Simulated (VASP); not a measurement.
**SiC: single point with PBE**

SiC:

```
Si C
1.0
     5.09220    0.00000    0.00000
     0.00000    5.09220    0.00000
     0.00000    0.00000    3.00755
Si C
4 4
Cartesian
  3.4747 3.4747 0.0000
  4.1636 0.9286 1.5038
  1.6175 1.6175 0.0000
  0.9286 4.1636 1.5038
  4.1636 4.1636 1.5038
  3.4747 1.6175 0.0000
  0.9286 0.9286 1.5038
  1.6175 3.4747 0.0000
```

The cell was generated, and may not be a known phase.

```
Program                : VASP 6.6.1
Task                   : single point
Functional             : PBE
Potentials or basis    : VASP PAW PBE potentials, release 64 (Si, C)
Cutoff                 : 520 eV
k mesh                 : 4 × 4 × 6
Occupations            : gaussian, width 0.1 eV
Spin                   : no spin polarisation
Dipole correction      : no
Further INCAR settings : ALGO = Normal; EDIFF = 1e-06; NBANDS = 26
```

- Pressure: 28.7 GPa
- Largest force: 0.926 eV/Å
- Band gap on the k mesh: 2.19 eV (least direct gap 2.60 eV)

Forces on the atoms (eV/Å):
```
Si  -0.655 -0.655  0.000
Si   0.655 -0.655  0.000
Si   0.655  0.655  0.000
Si  -0.655  0.655  0.000
C   -0.178 -0.178  0.000
C    0.178 -0.178  0.000
C    0.178  0.178  0.000
C   -0.178  0.178  0.000
```

Stress tensor (GPa, compression positive):
```
28.83  0.00  0.00
 0.00 28.83  0.00
 0.00  0.00 28.58
```

Levels at points of the mesh, in eV from the valence-band top:
```
           k point  band 13  band 14  band 15  band 16  band 17  band 18  band 19  band 20
(0.00, 0.00, 0.00)    -0.89    -0.30     0.00     0.00     2.60     4.33     5.79     5.79
(0.50, 0.00, 0.00)    -1.34    -1.34    -1.21    -1.21     4.00     4.00     5.12     5.12
(0.50, 0.50, 0.00)    -2.10    -2.10    -2.06    -2.06     4.50     4.50     4.63     4.63
(0.00, 0.00, 0.50)    -3.26    -3.26    -2.94    -2.94     3.13     3.13     6.55     6.55
(0.50, 0.00, 0.50)    -2.87    -2.87    -1.35    -1.35     3.24     3.24     5.51     5.51
(0.50, 0.50, 0.50)    -2.35    -2.35    -2.09    -2.09     3.27     3.27     3.62     3.62
```

It took 62 s on 1 thread of Intel Xeon 8259CL, with other jobs on the host, peak memory 0.2 GiB.

Caveat: the cell stands under pressure. A k mesh can miss the band edges.
